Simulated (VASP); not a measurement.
# SrCaF4 (P1) in VASP: notebook

SrCaF4 is run at these levels: PBE; tasks: single point, relaxation of cell and atoms.

All numbers are computed with VASP 6.6.1; they aren't measurements. Logs are shortened: lines on timing, memory, paths and dates and some standing lists are left out, and cuts for length are marked.

## (1) The cell of the first run

The typed cell holds 24 atoms: a = 8.051 Å, b = 8.047 Å, c = 8.025 Å, α = 60.17°, β = 60.19°, γ = 59.87°.

## (2) Single point, PBE

The input, INCAR:

```
PREC = Accurate
ENCUT = 520
EDIFF = 1E-6
ISMEAR = 0
SIGMA = 0.1
LREAL = Auto
LASPH = True
NELM = 80
ALGO = Normal
ISIF = 2
LWAVE = False
LCHARG = True
GGA = PE
LELF = True
LVHAR = True
NBANDS = 114
ISYM = 0
```

The input, KPOINTS:

```
Automatic mesh
0
Gamma
  1 1 1
  0.25 0.25 0.25
```

The input, POSCAR:

```
SrCaF4
1.0
   -5.7106275924      5.6753912890     -0.0076710979
   -5.7079018935     -0.0049453990      5.6726739118
    0.0070188803      5.6747390714      5.6747473931
F Ca Sr
16 4 4
Direct
    0.8708818459      0.8682951887      0.3811389229
    0.3816668964      0.8805216234      0.3696156938
    0.8817161368      0.3805802299      0.3709791458
    0.8699266837      0.8692077522      0.8812304065
    0.3699882626      0.3692647002      0.3811271048
    0.3816699240      0.8805594213      0.8709219942
    0.8816247053      0.3804971831      0.8695791160
    0.3706421322      0.3683616556      0.8812765239
    0.6320534701      0.6296451683      0.1197538437
    0.1197719967      0.6182346639      0.1305281876
    0.6196828870      0.1182568071      0.1314060522
    0.6305425173      0.6309833221      0.6197918875
    0.1306122606      0.1309059433      0.1198430995
    0.1197227826      0.6182423246      0.6313688240
    0.6197578630      0.1182976841      0.6304995981
    0.1321065298      0.1295331297      0.6197208566
    0.5008195267      0.9994406037      1.0005959489
    1.0008179905      0.4995398457      0.0005443412
    0.5006036575     -0.0005406445      0.5006290461
    0.0006888572      0.4995289575      0.5005748039
    0.0007410981     -0.0004996285      1.0006050118
    1.0007697024     -0.0004889335      0.5005100381
    0.5007383091      0.4994607040      1.0006240292
    0.5007377513      0.4994485591      0.5005892160
```

Potentials or basis: VASP PAW PBE potentials, release 64 (F, Ca_sv, Sr_sv).

Started as:

```sh
$ cat potpaw_PBE.64/F/POTCAR potpaw_PBE.64/Ca_sv/POTCAR potpaw_PBE.64/Sr_sv/POTCAR > POTCAR
$ mpirun -np 1 vasp_std > vasp.out
```

OUTCAR:

```text
PREC = Accurate
   ENCUT = 520
   EDIFF = 1E-6
   ISMEAR = 0
   LREAL = Auto
   LASPH = True
   NELM = 80
   ISIF = 2
   GGA = PE
   ISYM = 0

 ion  position               nearest neighbor table
   1  0.871  0.868  0.381-  20 2.42  19 2.43  22 2.50  21 2.50
   2  0.382  0.881  0.370-  19 2.42  17 2.43  24 2.50  22 2.50
   3  0.882  0.381  0.371-  20 2.41  18 2.44  22 2.50  24 2.51
   4  0.870  0.869  0.881-  17 2.43  18 2.43  21 2.50  22 2.50
   5  0.370  0.369  0.381-  20 2.43  19 2.43  24 2.50  23 2.50
   6  0.382  0.881  0.871-  17 2.41  19 2.43  23 2.50  21 2.51
[... 8 lines left out ...]
  15  0.620  0.118  0.630-  19 2.41  17 2.43  24 2.50  22 2.51
  16  0.132  0.130  0.620-  19 2.42  20 2.43  22 2.50  21 2.50
  17  0.501  0.999  0.001-   6 2.41  11 2.42   8 2.42   2 2.43   4 2.43   9 2.43  15 2.43  13 2.43
                            23 4.02  23 4.02  21 4.03  21 4.03  24 4.03  24 4.03  22 4.03  22 4.03
  18  0.001  0.500  0.001-  10 2.41  13 2.42   7 2.42   9 2.42  14 2.43   4 2.43   8 2.43   3 2.44
                            21 4.02  21 4.02  23 4.02  23 4.03  22 4.03  22 4.03  24 4.03  24 4.03
  19  0.501  0.999  0.501-  15 2.41   2 2.42  12 2.42  16 2.42  11 2.43   5 2.43   6 2.43   1 2.43
                            24 4.02  24 4.02  22 4.02  22 4.03  23 4.03  23 4.03  21 4.03  21 4.03
  20  0.001  0.500  0.501-   3 2.41  14 2.42   1 2.42   7 2.43   5 2.43  16 2.43  10 2.43  12 2.43
                            22 4.02  22 4.02  24 4.03  24 4.03  21 4.03  21 4.03  23 4.03  23 4.03
  21  0.001  1.000  0.001-   4 2.50  13 2.50   1 2.50   7 2.50  16 2.50   6 2.51  10 2.51  11 2.51
                            22 4.01  22 4.01  23 4.02  23 4.02  18 4.02  18 4.02  17 4.03  17 4.03
  22  0.001  1.000  0.501-   1 2.50  16 2.50  13 2.50   4 2.50   3 2.50   2 2.50  15 2.51  14 2.51
                            21 4.01  21 4.01  24 4.02  24 4.02  20 4.02  20 4.02  19 4.02  19 4.03
  23  0.501  0.499  0.001-   8 2.50   9 2.50   5 2.50  12 2.50   6 2.50   7 2.50  11 2.51  10 2.51
                            24 4.01  24 4.01  21 4.02  21 4.02  17 4.02  17 4.02  18 4.02  18 4.03
  24  0.501  0.499  0.501-   5 2.50  12 2.50   8 2.50   9 2.50   2 2.50  15 2.50   3 2.51  14 2.51
                            23 4.01  23 4.01  22 4.02  22 4.02  19 4.02  19 4.02  20 4.03  20 4.03

IMPORTANT INFORMATION: All symmetrisations will be switched off!
NOSYMM: (Re-)initialisation of all symmetry stuff for point group C_1.

----------------------------------------------------------------------------------------

                                     Primitive cell

  volume of cell :     368.2962

  direct lattice vectors                    reciprocal lattice vectors
    -5.710627592  5.675391289 -0.007671098    -0.087481230  0.088056064 -0.087947732
    -5.707901893 -0.004945399  5.672673912    -0.087565226 -0.087989807  0.088097984
     0.007018880  5.674739071  5.674747393     0.087414974  0.088076691  0.088034616

  length of vectors
     8.051173370  8.047322399  8.025301911     0.152123764  0.152220662  0.152147871

  position of ions in fractional coordinates (direct lattice)
     0.870881846  0.868295189  0.381138923
     0.381666896  0.880521623  0.369615694
     0.881716137  0.380580230  0.370979146
     0.869926684  0.869207752  0.881230407
     0.369988263  0.369264700  0.381127105
     0.381669924  0.880559421  0.870921994
[... 16 lines left out ...]
     0.500738309  0.499460704  0.000624029
     0.500737751  0.499448559  0.500589216

  ion indices of the primitive-cell ions
   primitive index   ion index
                 1           1
                 2           2
                 3           3
                 4           4
                 5           5
                 6           6
[... 16 lines left out ...]
                23          23
                24          24

----------------------------------------------------------------------------------------

 KPOINTS: Automatic mesh

Automatic generation of k-mesh.
 Grid dimensions read from file:
 generate k-points for:    1    1    1

 Generating k-lattice:

  Cartesian coordinates                     Fractional coordinates (reciprocal lattice)
    -0.087481230  0.088056064 -0.087947732     1.000000000 -0.000000000 -0.000000000
    -0.087565226 -0.087989807  0.088097984     0.000000000  1.000000000  0.000000000
     0.087414974  0.088076691  0.088034616     0.000000000  0.000000000  1.000000000

  Length of vectors
     0.152123764  0.152220662  0.152147871

  Shift w.r.t. Gamma in fractional coordinates (k-lattice)
     0.250000000  0.250000000  0.250000000

 Subroutine IBZKPT returns following result:
 ===========================================

 Found      1 irreducible k-points:

 Following reciprocal coordinates:
            Coordinates               Weight
  0.250000  0.250000  0.250000      2.000000
   k-points           NKPTS =      1   k-points in BZ     NKDIM =      1   number of bands    NBANDS=    114
   number of dos      NEDOS =    301   number of ions     NIONS =     24
   total plane-waves  NPLWV = 216000
   dimension x,y,z NGX =    60 NGY =   60 NGZ =   60
   dimension x,y,z NGXF=   120 NGYF=  120 NGZF=  120
   ions per type =              16   4   4
   NGX,Y,Z   is equivalent  to a cutoff of  12.39, 12.40, 12.43 a.u.
   NGXF,Y,Z  is equivalent  to a cutoff of  24.78, 24.79, 24.86 a.u.
 SYSTEM =  unknown system
   PREC   = accura    normal or accurate (medium, high low for compatibility)
   ISTART =      0    job   : 0-new  1-cont  2-samecut
   ICHARG =      2    charge: 1-file 2-atom 10-const
   ISPIN  =      1    spin polarized calculation?
   LNONCOLLINEAR =      F non collinear calculations
   LSORBIT =      F    spin-orbit coupling
   LASPH  =      T    aspherical Exc in radial PAW
   ENCUT  =  520.0 eV  38.22 Ry    6.18 a.u.  14.97 14.96 14.92*2*pi/ulx,y,z
   NELM   =     80;   NELMIN=  2; NELMDL= -5     # of ELM steps
   EDIFF  = 0.1E-05   stopping-criterion for ELM
   LREAL  =      T    real-space projection
   EDIFFG = 0.1E-04   stopping-criterion for IOM
   NSW    =      0    number of steps for IOM
   IBRION =     -1    ionic relax: 0-MD 1-quasi-New 2-CG
   NFREE  =      0    steps in history (QN), initial steepest desc. (CG)
   ISIF   =      2    stress and relaxation
   ISYM   =      0    0-nonsym 1-usesym 2-fastsym
   POTIM  = 0.5000    time-step for ionic-motion
   TEBEG  =    0.0;   TEEND  =   0.0 temperature during run
   PSTRESS=    0.0 pullay stress
   NELECT =     192.0000    total number of electrons
   NUPDOWN=      -1.0000    fix difference up-down
   EMIN   =  10.00;   EMAX   =-10.00  energy-range for DOS
   EFERMI =   0.00;   METHOD = LEGACY
   ISMEAR =     0;   SIGMA  =   0.10  broadening in eV -4-tet -1-fermi 0-gaus
   EFERMI_NEDOS =   21; number of points for ismear=-14 and -15
   IALGO  =     38    algorithm
   IMIX   =      4    mixing-type and parameters
     AMIX     =   0.40;   BMIX     =  1.00
     AMIX_MAG =   1.60;   BMIX_MAG =  1.00
  volume/ion in A,a.u.               =      15.35       103.56
  Fermi-wavevector in a.u.,A,eV,Ry     =   1.317577  2.489860 23.619854  1.736010
  Thomas-Fermi vector in A             =   2.447609
   LORBIT       =      0    0 simple, 1 ext, 2 COOP (PROOUT), +10 PAW based schemes
   GGA     = PE    functional components
   LHFCALC =     F    Hartree Fock is set to
   AEXX    =    0.0000 exact exchange contribution
   IVDW    =     0    specifies the selected vdW correction
   LEPSILON=     F    determine dielectric tensor
   LRPA    =     F    only Hartree local field effects (RPA)
 non-spin polarized calculation
 Gauss-broadening in eV      SIGMA  =   0.10
  energy-cutoff  :      520.00
  volume of cell :      368.30
 maximum number of plane-waves:      9891
 NGX is ok and might be reduce to    60
   NGX = 29   NGY = 29   NGZ = 29

 number of electron     191.9999995 magnetization

 Free energy of the ion-electron system (eV)
  ---------------------------------------------------
  ext. energy  EPLUGINS =         0.00000000
  ---------------------------------------------------
  free energy    TOTEN  =      -137.17378579 eV

  energy without entropy =     -137.17378579  energy(sigma->0) =     -137.17378579

 E-fermi :  -1.0351     XC(G=0):  -9.2326

 val. band max:       -1.5934191364   @ k =   0.2500   0.2500   0.2500
 cond. band min:       5.6369907849   @ k =   0.2500   0.2500   0.2500
 fundamental gap:      7.2304099213
 Fermi energy:        -1.0351334049

 k-point     1 :       0.2500    0.2500    0.2500
  band No.  band energies     occupation
      1     -37.8603      2.00000
      2     -37.8556      2.00000
      3     -37.8539      2.00000
      4     -37.8493      2.00000
      5     -31.7238      2.00000
      6     -31.7070      2.00000
[... 100 lines left out ...]
    107       7.8318      0.00000
    108       7.8893      0.00000
 [bands above 108 left out]

------------------------ aborting loop because EDIFF is reached ----------------------------------------

  FORCE on cell =-STRESS in cart. coord.  units (eV):
  Direction    XX          YY          ZZ          XY          YZ          ZX
  --------------------------------------------------------------------------------------
  -------------------------------------------------------------------------------------
  Total        0.8184331      0.7864040      0.7925916      0.0432458      0.0449899     -0.0242799
  in kB        3.5603811      3.4210466      3.4479642      0.1881296      0.1957168     -0.1056232
  external PRESSURE =       3.4764640 kB  Pullay stress =       0.0000000 kB

 VOLUME and BASIS-vectors are now :
 -----------------------------------------------------------------------------
  energy-cutoff  :      520.00
  volume of cell :      368.30
      direct lattice vectors                 reciprocal lattice vectors
    -5.710627592  5.675391289 -0.007671098    -0.087481230  0.088056064 -0.087947732
    -5.707901893 -0.004945399  5.672673912    -0.087565226 -0.087989807  0.088097984
     0.007018880  5.674739071  5.674747393     0.087414974  0.088076691  0.088034616

 POSITION                                       TOTAL-FORCE (eV/Angst)
 -----------------------------------------------------------------------------------
     -9.92675      7.10117      7.08174         0.014337     -0.003420      0.004715
     -7.20289      4.25923      7.08946        -0.009400     -0.000926      0.001938
     -7.20486      7.10741      4.25736        -0.006964     -0.001736      0.000451
     -9.92299      9.93363      9.92482         0.009965     -0.001755      0.001179
     -4.21792      4.26080      4.25468         0.015424     -0.001548      0.002834
     -7.19961      7.10403      9.93446        -0.008038     -0.000179      0.001420
[... 16 lines left out ...]
     -5.71040      2.84296      2.83298        -0.001601     -0.001101     -0.001566
     -5.70682      5.68013      5.67008        -0.000942      0.000453     -0.000785
 -----------------------------------------------------------------------------------
    total drift:                               -0.002146     -0.037147      0.003532

  FREE ENERGIE OF THE ION-ELECTRON SYSTEM (eV)
  ---------------------------------------------------
  free  energy   TOTEN  =      -137.1737857883 eV

  energy  without entropy=     -137.1737857883  energy(sigma->0) =     -137.17378579
```

It took 2 min on 1 thread of Oxide Virtual Turin-like, shared host; peak memory 0.44 GiB.

Results:

| Property | Result |
| --- | --- |
| Free energy | -137.1738 eV |
| Pressure | 0.3 GPa |
| Largest force | 0.016 eV/Å |

Forces in eV/Å, atoms in the order of the input:
```
F    0.014 -0.003  0.005
F   -0.009 -0.001  0.002
F   -0.007 -0.002  0.000
F    0.010 -0.002  0.001
F    0.015 -0.002  0.003
F   -0.008  0.000  0.001
F   -0.012  0.001  0.003
F    0.009 -0.001  0.001
F   -0.009  0.000  0.000
F    0.008 -0.001  0.002
F    0.008 -0.001 -0.001
F   -0.012  0.004 -0.007
F   -0.013  0.001 -0.006
F    0.008 -0.001  0.002
F    0.010  0.000  0.001
F   -0.010  0.000  0.003
Ca   0.001  0.000  0.000
Ca   0.004  0.000 -0.002
Ca  -0.004  0.004 -0.002
Ca  -0.001  0.004 -0.001
Sr   0.000  0.000 -0.003
Sr   0.003  0.001  0.000
Sr  -0.002 -0.001 -0.002
Sr  -0.001  0.000 -0.001
```

Caveat: the k points lie up to 0.96 Å⁻¹ apart, too coarse for converged energies, forces and pressures.

(Part 1 of 2 ends here.)
